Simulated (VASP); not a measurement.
**Y: relaxation of cell and atoms with PBE**

Y:

```
Y
1.0
     3.64254    0.00000    0.00000
    -1.82127    3.15454    0.00000
     0.00000    0.00000   11.84413
Y
4
Direct
  0.66667 0.33333 0.75000
  0.00000 0.00000 0.50000
  0.33333 0.66667 0.25000
  0.00000 0.00000 0.00000
```

```yaml
Program: VASP 6.6.1
Task: relaxation of cell and atoms
Functional: PBE
Potentials_or_basis: VASP PAW PBE potentials, release 64 (Y_sv)
Cutoff: 600 eV
k_mesh: 8 × 8 × 3
Occupations: fermi-dirac, width 0.05 eV
Spin: no spin polarisation
Dipole_correction: no
Further_INCAR_settings: ALGO = Normal; EDIFF = 1e-07; IBRION = 2; EDIFFG = -0.01; NSW = 60; ISIF = 3
```

| Item | Value |
| --- | --- |
| Relaxed volume | 32.40 Å³/atom |
| Relaxed cell | a = 3.594 Å, b = 3.594 Å, c = 11.590 Å, α = 90.00°, β = 90.00°, γ = 120.00° |
| Space group after relaxing (to 0.1 Å) | P6_3/mmc (No. 194) |
| Energy gained by relaxing | 9.9 meV/atom |
| Ionic steps | 6 |
| Pressure after relaxing | 0.0 GPa |
| Band gap on the k mesh | zero (bands 22 and 23 overlap by 1.08 eV) |

The path:
```csv
step,energy change (eV),largest force (eV/Å),pressure (GPa),volume (Å³)
1,0.0000,0.0000,-1.80,136.10
2,-0.0389,0.0000,0.24,128.71
3,-0.0395,0.0000,0.02,129.43
4,-0.0394,0.0000,-0.02,129.57
5,-0.0396,0.0000,-0.03,129.60
6,-0.0396,0.0000,-0.03,129.62
```

Final structure:
```
CELL_PARAMETERS angstrom
3.59357 0.00000 0.00000
-1.79678 3.11212 0.00000
0.00000 0.00000 11.58988
ATOMIC_POSITIONS crystal
Y 0.66667 0.33333 0.75000
Y 0.00000 0.00000 0.50000
Y 0.33333 0.66667 0.25000
Y 0.00000 0.00000 0.00000
```

Levels at points of the mesh, in eV from the Fermi level:
```csv
k point,band 19,band 20,band 21,band 22,band 23,band 24,band 25,band 26
"(0.00, 0.00, 0.00)",-3.34,-1.94,0.73,0.78,0.84,1.63,1.63,1.69
"(0.50, 0.00, 0.00)",-1.32,-1.21,-0.53,-0.46,-0.30,0.41,0.78,1.39
```

Wall time 3.5 min on 1 thread of Intel(R) Xeon(R) 6975P-C (Granite Rapids), with other jobs on the host, peak memory 0.34 GiB.
